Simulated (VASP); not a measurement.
A run of VASP 6.6.1:

File POSCAR:

```
BP
1.0
    0.0000000000      1.7574065251      1.7574065251
    1.7574065251      0.0000000000      1.7574065251
    1.7574065251      1.7574065251      0.0000000000
B P
1 1
Direct
    0.0000000000      0.0000000000      0.0000000000
    0.5000000000      0.5000000000      0.5000000000
```

Contents of INCAR.step1:

```
ALGO = Normal
EDIFF = 1E-6
ENCUT = 520
GGA = PS
ISIF = 2
ISMEAR = -1
LASPH = True
LCHARG = True
LREAL = False
LWAVE = False
NBANDS = 11
NELM = 60
PREC = Accurate
SIGMA = 0.1
```

Contents of KPOINTS.step1:

```
k-points
0
Gamma
  15 15 15
```

File INCAR.step2:

```
ALGO = Normal
EDIFF = 1E-6
ENCUT = 520
GGA = PS
ICHARG = 11
ISIF = 2
ISMEAR = -5
LASPH = True
LCHARG = False
LORBIT = 11
LREAL = False
LWAVE = False
NBANDS = 11
NEDOS = 2001
NELM = 60
PREC = Accurate
SIGMA = 0.1
```

File KPOINTS.step2:

```
k-points
0
Gamma
  23 23 23
```

Potentials or basis: VASP PAW PBE potentials, release 64 (B, P).

Run with:

```sh
$ cat potpaw_PBE.64/B/POTCAR potpaw_PBE.64/P/POTCAR > POTCAR
$ cp INCAR.step1 INCAR
$ cp KPOINTS.step1 KPOINTS
$ mpirun -np 1 vasp_std > vasp.out
$ cp INCAR.step2 INCAR
$ cp KPOINTS.step2 KPOINTS
$ mpirun -np 1 vasp_std > vasp.out
```

Hardware: 1 thread of Intel Xeon 6975P-C (shared host).

Task: Estimate the wall time of this run.

Result: It took 22 s on 1 thread of Intel Xeon 6975P-C, on a shared host, peak memory 0.15 GiB. Counts: k points 364.
